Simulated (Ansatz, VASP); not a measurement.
SrTiO3: VASP beside Ansatz

INCAR

```
  PREC = Accurate
  ENCUT = 520
  EDIFF = 1E-7
  ISMEAR = 0
  SIGMA = 0.05
  LREAL = False
  LASPH = True
  NELM = 100
  ALGO = Normal
  ISIF = 2
  LWAVE = False
  LCHARG = True
  GGA = PE
  LELF = True
  LVHAR = True
  NBANDS = 28
```

Contents of KPOINTS:

```
regular mesh
0
Gamma
  8 8 8
```

Contents of POSCAR:

```
SrTiO3
1.0
    3.9364094381      0.0000000000      0.0000000000
    0.0000000000      3.9364094381      0.0000000000
    0.0000000000      0.0000000000      3.9364094381
Sr Ti O
1 1 3
Direct
   -0.0579021384      0.0000000000      0.0000000000
    0.5828438896      0.5000000000      0.5000000000
    0.0107780825      0.5000000000      0.5000000000
    0.5292349008      0.0000000000      0.5000000000
    0.5292349008      0.5000000000      0.0000000000
```

Input for Ansatz:

```yaml
crystal:
  lattice:
    - [3.9364094381, 0.0, 0.0]
    - [0.0, 3.9364094381, 0.0]
    - [0.0, 0.0, 3.9364094381]
  atoms:
    - { symbol: Sr, position: [-0.0579021384, 0.0, 0.0] }
    - { symbol: Ti, position: [0.5828438896, 0.5, 0.5] }
    - { symbol: O, position: [0.0107780825, 0.5, 0.5] }
    - { symbol: O, position: [0.5292349008, 0.0, 0.5] }
    - { symbol: O, position: [0.5292349008, 0.5, 0.0] }
basis:
  ecutwfc: 520.0
kpoints:
  mp_grid: { grid: [8, 8, 8] }
hamiltonian:
  xc: pbe
  pseudopotentials: { kind: paw, azcp: { folder: soft_1 } }
scf:
  occupations: { method: gaussian, width: 0.05 }
output:
  forces: true
  stress: true
  eigenvalues: true
```

Change from the starting cell: mode 1 frozen in at -0.058 Å and mode 7 at -0.288 Å (largest displacements).

Alike in both runs: task single point; functional PBE; k mesh 8 × 8 × 8; occupations gaussian, width 0.05 eV; no spin polarisation.

|  | VASP | Ansatz |
| --- | --- | --- |
| version | VASP 6.6.1 | Ansatz 0.2.0 |
| potentials or method | VASP PAW PBE potentials, release 64 (Sr_sv, Ti_sv, O), cutoff 520 eV | scalar-relativistic, plane waves, PAW |
| valence electrons in the cell | 40 | 40 |

|  | VASP | Ansatz | Ansatz less VASP |
| --- | --- | --- | --- |
| gap on the k mesh at the Fermi level (eV) | 1.95 | 1.99 | +0.040 |
| least direct gap on the mesh (eV) | 2.50 | 2.52 | +0.025 |
| pressure (GPa) | 10.5 | 9.8 | -0.73 |
| traceless stress, the component that is largest in VASP (GPa) | 7.78 | 7.50 | -0.280 |
| rms of the force components (eV/Å) | 1.427 | 1.358 | -0.0692 |

Atom by atom the forces differ by 0.071 eV/Å (rms over components).
